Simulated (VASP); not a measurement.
Co: single point with PBE

Crystal: Co.

```
CELL_PARAMETERS angstrom
2.48736 0.00000 0.00000
-1.24368 2.15412 0.00000
0.00000 0.00000 4.06329
ATOMIC_POSITIONS crystal
Co 0.66667 0.33333 0.25986
Co 0.33333 0.66667 0.74014
```

```
Program                : VASP 6.6.1
Task                   : single point
Functional             : PBE
Potentials or basis    : VASP PAW PBE potentials, release 64 (Co)
Cutoff                 : 520 eV
k mesh                 : 24 × 24 × 14
Occupations            : gaussian, width 0.15 eV
Spin                   : collinear spin, ferromagnetic start
Starting moments       : [1.93, 1.93] μB
Dipole correction      : no
Further INCAR settings : ALGO = Fast; EDIFF = 1e-06; NBANDS = 20
```

```
Pressure                                              : -0.1 GPa
Largest force                                         : 0.491 eV/Å
Net moment                                            : 3.24 μB per cell
Site moments                                          : Co +1.64 μB
Valence electrons inside the program's atomic spheres : Co 8.27
```

Forces in eV/Å, atoms in the order of the input:
```
Co   0.000  0.000 -0.491
Co   0.000  0.000  0.491
```

Stress tensor (GPa, compression positive):
```
 0.54  0.00  0.00
 0.00  0.54  0.00
 0.00  0.00 -1.40
```

Levels at points of the mesh, in eV from the Fermi level:
Spin up:
| k point | band 9 | band 10 | band 11 | band 12 | band 13 | band 14 |
| --- | --- | --- | --- | --- | --- | --- |
| (0.00, 0.00, 0.00) | -1.92 | -0.86 | -0.86 | -0.17 | 6.12 | 22.06 |
| (0.50, 0.00, 0.00) | -0.69 | -0.53 | 1.30 | 3.32 | 9.43 | 10.40 |
| (0.00, 0.00, 0.50) | -1.28 | -1.28 | -1.07 | -1.07 | 14.13 | 15.29 |
| (0.50, 0.00, 0.50) | -0.65 | -0.59 | 1.46 | 1.72 | 7.08 | 7.38 |
Spin down:
| k point | band 4 | band 5 | band 6 | band 7 | band 8 | band 9 | band 10 | band 11 |
| --- | --- | --- | --- | --- | --- | --- | --- | --- |
| (0.00, 0.00, 0.00) | -0.97 | -0.97 | -0.66 | -0.66 | -0.20 | -0.10 | -0.10 | 1.04 |
| (0.50, 0.00, 0.00) | -1.81 | -1.09 | -1.05 | -0.65 | 1.18 | 1.28 | 1.34 | 2.51 |
| (0.00, 0.00, 0.50) | -1.35 | -1.04 | -1.04 | -1.02 | -1.02 | 0.64 | 0.64 | 0.77 |
| (0.50, 0.00, 0.50) | -2.22 | -0.25 | 0.15 | 0.18 | 0.31 | 1.26 | 1.29 | 2.00 |

Wall time 5.1 min on 1 thread of Intel(R) Xeon(R) 6975P-C (Granite Rapids) (shared host), peak memory 0.51 GiB.
